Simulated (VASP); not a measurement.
# AlNi (rocksalt type) (Fm-3m) in VASP: further runs

AlNi (rocksalt type) is run at these levels: PBEsol; tasks: single point.

Everything below comes from runs of VASP 6.6.1. Logs are shortened: lines on timing, memory, paths and dates and some standing lists are left out, and cuts for length are marked.

**1. The cell of the first run**

The structure is cubic, space group Fm-3m (No. 225). Conventional cell: a = 4.457 Å, b = 4.457 Å, c = 4.457 Å, α = 90.00°, β = 90.00°, γ = 90.00°. Ni (site symmetry m-3m) has 6 Al at 2.23 Å within 2.9 Å. Al (site symmetry m-3m) has 6 Ni at 2.23 Å within 2.9 Å.

**2. Single point, PBEsol (volume scaled by 0.8)**

File INCAR:

```
  PREC = Accurate
  ENCUT = 520
  EDIFF = 1E-6
  ISMEAR = -1
  SIGMA = 0.08
  LREAL = False
  LASPH = True
  NELM = 100
  ALGO = Normal
  ISIF = 2
  LWAVE = False
  LCHARG = True
  GGA = PS
  LELF = True
  LVHAR = True
  NBANDS = 14
```

File KPOINTS:

```
regular mesh
0
Gamma
  14 14 14
```

File POSCAR:

```
AlNi
1.0
    0.0000000000      2.2286494963      2.2286494963
    2.2286494963      0.0000000000      2.2286494963
    2.2286494963      2.2286494963      0.0000000000
Ni Al
1 1
Direct
    0.0000000000      0.0000000000      0.0000000000
    0.5000000000      0.5000000000      0.5000000000
```

Potentials or basis: VASP PAW PBE potentials, release 64 (Ni, Al).

On the command line:

```bash
cat potpaw_PBE.64/Ni/POTCAR potpaw_PBE.64/Al/POTCAR > POTCAR
mpirun -np 1 vasp_std > vasp.out
```

OUTCAR:

```text
PREC = Accurate
   ENCUT = 520
   EDIFF = 1E-6
   ISMEAR = -1
   LREAL = False
   LASPH = True
   NELM = 100
   ISIF = 2
   GGA = PS

 ion  position               nearest neighbor table
   1  0.000  0.000  0.000-   2 2.23   2 2.23   2 2.23   2 2.23   2 2.23   2 2.23
   2  0.500  0.500  0.500-   1 2.23   1 2.23   1 2.23   1 2.23   1 2.23   1 2.23

  LATTYP: Found a face centered cubic cell.
 ALAT       =     4.4572989926

  Lattice vectors:

 A1 = (   0.0000000000,   2.2286494963,   2.2286494963)
 A2 = (   2.2286494963,   0.0000000000,   2.2286494963)
 A3 = (   2.2286494963,   2.2286494963,   0.0000000000)

Analysis of symmetry for initial positions (statically):
=====================================================================
 Subroutine PRICEL returns:
 Original cell was already a primitive cell.

 Routine SETGRP: Setting up the symmetry group for a
 face centered cubic supercell.

 Subroutine GETGRP returns: Found 48 space group operations
 (whereof 48 operations were pure point group operations)
 out of a pool of 48 trial point group operations.

The static configuration has the point symmetry O_h .

Analysis of symmetry for dynamics (positions and initial velocities):
=====================================================================
 Subroutine PRICEL returns:
 Original cell was already a primitive cell.

 Routine SETGRP: Setting up the symmetry group for a
 face centered cubic supercell.

 Subroutine GETGRP returns: Found 48 space group operations
 (whereof 48 operations were pure point group operations)
 out of a pool of 48 trial point group operations.

The dynamic configuration has the point symmetry O_h .

 Subroutine INISYM returns: Found 48 space group operations
 (whereof 48 operations are pure point group operations),
 and found     1 'primitive' translations

----------------------------------------------------------------------------------------

                                     Primitive cell

  volume of cell :      22.1389

  direct lattice vectors                    reciprocal lattice vectors
     0.000000000  2.228649496  2.228649496    -0.224351115  0.224351115  0.224351115
     2.228649496  0.000000000  2.228649496     0.224351115 -0.224351115  0.224351115
     2.228649496  2.228649496  0.000000000     0.224351115  0.224351115 -0.224351115

  length of vectors
     3.151786343  3.151786343  3.151786343     0.388587530  0.388587530  0.388587530

  position of ions in fractional coordinates (direct lattice)
     0.000000000  0.000000000  0.000000000
     0.500000000  0.500000000  0.500000000

  ion indices of the primitive-cell ions
   primitive index   ion index
                 1           1
                 2           2

----------------------------------------------------------------------------------------

 KPOINTS: regular mesh

Automatic generation of k-mesh.
 Grid dimensions read from file:
 generate k-points for:   14   14   14

 Generating k-lattice:

  Cartesian coordinates                     Fractional coordinates (reciprocal lattice)
    -0.016025080  0.016025080  0.016025080     0.071428571  0.000000000  0.000000000
     0.016025080 -0.016025080  0.016025080     0.000000000  0.071428571  0.000000000
     0.016025080  0.016025080 -0.016025080     0.000000000  0.000000000  0.071428571

  Length of vectors
     0.027756252  0.027756252  0.027756252

  Shift w.r.t. Gamma in fractional coordinates (k-lattice)
     0.000000000  0.000000000  0.000000000

 Subroutine IBZKPT returns following result:
 ===========================================

 Found    104 irreducible k-points:

 Following reciprocal coordinates:
            Coordinates               Weight
  0.000000  0.000000  0.000000      1.000000
  0.071429  0.000000  0.000000      8.000000
  0.142857  0.000000  0.000000      8.000000
  0.214286  0.000000  0.000000      8.000000
  0.285714  0.000000  0.000000      8.000000
  0.357143  0.000000  0.000000      8.000000
[... 16 lines left out ...]
  0.214286  0.142857  0.000000     24.000000
  0.285714  0.142857  0.000000     24.000000
 [... further k-points ...]
   k-points           NKPTS =    104   k-points in BZ     NKDIM =    104   number of bands    NBANDS=     14
   number of dos      NEDOS =    301   number of ions     NIONS =      2
   total plane-waves  NPLWV =  13824
   dimension x,y,z NGX =    24 NGY =   24 NGZ =   24
   dimension x,y,z NGXF=    48 NGYF=   48 NGZF=   48
   ions per type =               1   1
   NGX,Y,Z   is equivalent  to a cutoff of  12.66, 12.66, 12.66 a.u.
   NGXF,Y,Z  is equivalent  to a cutoff of  25.32, 25.32, 25.32 a.u.
 SYSTEM =  unknown system
   PREC   = accura    normal or accurate (medium, high low for compatibility)
   ISTART =      0    job   : 0-new  1-cont  2-samecut
   ICHARG =      2    charge: 1-file 2-atom 10-const
   ISPIN  =      1    spin polarized calculation?
   LNONCOLLINEAR =      F non collinear calculations
   LSORBIT =      F    spin-orbit coupling
   LASPH  =      T    aspherical Exc in radial PAW
   ENCUT  =  520.0 eV  38.22 Ry    6.18 a.u.   5.86  5.86  5.86*2*pi/ulx,y,z
   NELM   =    100;   NELMIN=  2; NELMDL= -5     # of ELM steps
   EDIFF  = 0.1E-05   stopping-criterion for ELM
   LREAL  =      F    real-space projection
   EDIFFG = 0.1E-04   stopping-criterion for IOM
   NSW    =      0    number of steps for IOM
   IBRION =     -1    ionic relax: 0-MD 1-quasi-New 2-CG
   NFREE  =      0    steps in history (QN), initial steepest desc. (CG)
   ISIF   =      2    stress and relaxation
   ISYM   =      2    0-nonsym 1-usesym 2-fastsym
   POTIM  = 0.5000    time-step for ionic-motion
   TEBEG  =    0.0;   TEEND  =   0.0 temperature during run
   PSTRESS=    0.0 pullay stress
   NELECT =      13.0000    total number of electrons
   NUPDOWN=      -1.0000    fix difference up-down
   EMIN   =  10.00;   EMAX   =-10.00  energy-range for DOS
   EFERMI =   0.00;   METHOD = LEGACY
   ISMEAR =    -1;   SIGMA  =   0.08  broadening in eV -4-tet -1-fermi 0-gaus
   EFERMI_NEDOS =   21; number of points for ismear=-14 and -15
   IALGO  =     38    algorithm
   IMIX   =      4    mixing-type and parameters
     AMIX     =   0.40;   BMIX     =  1.00
     AMIX_MAG =   1.60;   BMIX_MAG =  1.00
  volume/ion in A,a.u.               =      11.07        74.70
  Fermi-wavevector in a.u.,A,eV,Ry     =   1.370895  2.590616 25.570150  1.879353
  Thomas-Fermi vector in A             =   2.496640
   LORBIT       =      0    0 simple, 1 ext, 2 COOP (PROOUT), +10 PAW based schemes
   GGA     = PS    functional components
   LHFCALC =     F    Hartree Fock is set to
   AEXX    =    0.0000 exact exchange contribution
   IVDW    =     0    specifies the selected vdW correction
   LEPSILON=     F    determine dielectric tensor
   LRPA    =     F    only Hartree local field effects (RPA)
 non-spin polarized calculation
  energy-cutoff  :      520.00
  volume of cell :       22.14
 maximum number of plane-waves:       610
   NGX = 11   NGY = 11   NGZ = 11

 number of electron      13.0000011 magnetization

 Free energy of the ion-electron system (eV)
  ---------------------------------------------------
  ext. energy  EPLUGINS =         0.00000000
  ---------------------------------------------------
  free energy    TOTEN  =        -9.63520562 eV

  energy without entropy =       -9.61866443  energy(sigma->0) =       -9.62693502

 E-fermi :  11.0411     XC(G=0): -12.4759

 val. band max:       11.0077107244   @ k =  -0.3571   0.4286   0.2143
 cond. band min:      11.0506578793   @ k =  -0.2857   0.2143   0.0714
 fundamental gap:      0.0429471550
 Fermi energy:        11.0411154713

 k-point     1 :       0.0000    0.0000    0.0000
  band No.  band energies     occupation
      1      -0.6694      2.00000
      2       7.9903      2.00000
      3       7.9903      2.00000
      4       7.9903      2.00000
      5       8.1427      2.00000
      6       8.1427      2.00000
      7      19.4364      0.00000
      8      19.4364      0.00000
      9      19.4364      0.00000
     10      22.7030      0.00000
     11      22.7030      0.00000
     12      22.7030      0.00000
     13      23.1501      0.00000
     14      28.0754      0.00000

 k-point     2 :       0.0714    0.0000    0.0000
  band No.  band energies     occupation
      1      -0.5506      2.00000
      2       7.9406      2.00000
      3       8.0112      2.00000
      4       8.0112      2.00000
      5       8.1350      2.00000
      6       8.1350      2.00000
      7      18.4668      0.00000
      8      19.3390      0.00000
      9      19.3390      0.00000
     10      22.0334      0.00000
     11      22.9458      0.00000
     12      22.9458      0.00000
     13      24.7185      0.00000
     14      26.7008      0.00000

 k-point     3 :       0.1429    0.0000    0.0000
  band No.  band energies     occupation
      1      -0.1966      2.00000
      2       7.7932      2.00000
      3       7.9828      2.00000
      4       7.9828      2.00000
      5       8.2043      2.00000
      6       8.2043      2.00000
      7      16.5353      0.00000
      8      19.1177      0.00000
      9      19.1177      0.00000
     10      21.7799      0.00000
     11      23.4857      0.00000
     12      23.4857      0.00000
     13      25.2986      0.00000
     14      25.2986      0.00000
[... 324 lines left out ...]
 k-point    23 :       0.2143    0.1429    0.0000
  band No.  band energies     occupation
      1       0.3835      2.00000
      2       7.6072      2.00000
      3       7.7593      2.00000
      4       8.1125      2.00000
      5       8.2519      2.00000
      6       8.3679      2.00000
      7      15.9767      0.00000
      8      16.8727      0.00000
      9      19.2633      0.00000
     10      20.3526      0.00000
     11      20.5816      0.00000
     12      25.1458      0.00000
     13      25.4219      0.00000
     14      27.9930      0.00000

 k-point    24 :       0.2857    0.1429    0.0000
  band No.  band energies     occupation
      1       1.0282      2.00000
      2       7.3688      2.00000
      3       7.6103      2.00000
      4       8.0147      2.00000
      5       8.4340      2.00000
      6       8.5866      2.00000
      7      14.0499      0.00000
      8      16.4616      0.00000
      9      18.9200      0.00000
     10      19.4614      0.00000
     11      21.4865      0.00000
     12      25.1341      0.00000
     13      25.2632      0.00000
     14      28.1576      0.00000

 [... further k-points ...]

------------------------ aborting loop because EDIFF is reached ----------------------------------------

  FORCE on cell =-STRESS in cart. coord.  units (eV):
  Direction    XX          YY          ZZ          XY          YZ          ZX
  --------------------------------------------------------------------------------------
  -------------------------------------------------------------------------------------
  Total        5.9870951      5.9870951      5.9870951      0.0000000      0.0000000     -0.0000000
  in kB      433.2827791    433.2827791    433.2827791      0.0000000      0.0000000     -0.0000000
  external PRESSURE =     433.2827791 kB  Pullay stress =       0.0000000 kB

 VOLUME and BASIS-vectors are now :
 -----------------------------------------------------------------------------
  energy-cutoff  :      520.00
  volume of cell :       22.14
      direct lattice vectors                 reciprocal lattice vectors
     0.000000000  2.228649496  2.228649496    -0.224351115  0.224351115  0.224351115
     2.228649496  0.000000000  2.228649496     0.224351115 -0.224351115  0.224351115
     2.228649496  2.228649496  0.000000000     0.224351115  0.224351115 -0.224351115

 POSITION                                       TOTAL-FORCE (eV/Angst)
 -----------------------------------------------------------------------------------
      0.00000      0.00000      0.00000        -0.000000     -0.000000      0.000000
      2.22865      2.22865      2.22865         0.000000      0.000000     -0.000000
 -----------------------------------------------------------------------------------
    total drift:                                0.000000     -0.000000     -0.000000

  FREE ENERGIE OF THE ION-ELECTRON SYSTEM (eV)
  ---------------------------------------------------
  free  energy   TOTEN  =        -9.6352056231 eV

  energy  without entropy=       -9.6186644262  energy(sigma->0) =       -9.62693502
```

It took 15 s on 1 thread of AMD EPYC 9R45 (Zen 5), shared host; peak memory 0.13 GiB.

Results:

| Quantity | Value |
| --- | --- |
| Free energy | -9.6352 eV |
| Pressure | 43.3 GPa |

Levels at points of the mesh, in eV from the Fermi level:
```tsv
k point	band 3	band 4	band 5	band 6	band 7	band 8	band 9	band 10
(0.00, 0.00, 0.00)	-3.05	-3.05	-2.90	-2.90	8.40	8.40	8.40	11.66
(0.50, 0.00, 0.00)	-3.49	-3.49	-2.03	-2.03	-1.01	7.26	7.26	9.77
(0.50, 0.50, 0.00)	-4.24	-2.45	-1.80	-1.80	-0.26	1.90	1.90	7.00
```

Caveat: the PAW data sets were made with another functional, which shifts forces and pressure a little. Spin polarisation is off, so any magnetic state and its effect on volume and gap are missing.

(Continued in part 2 of 2.)
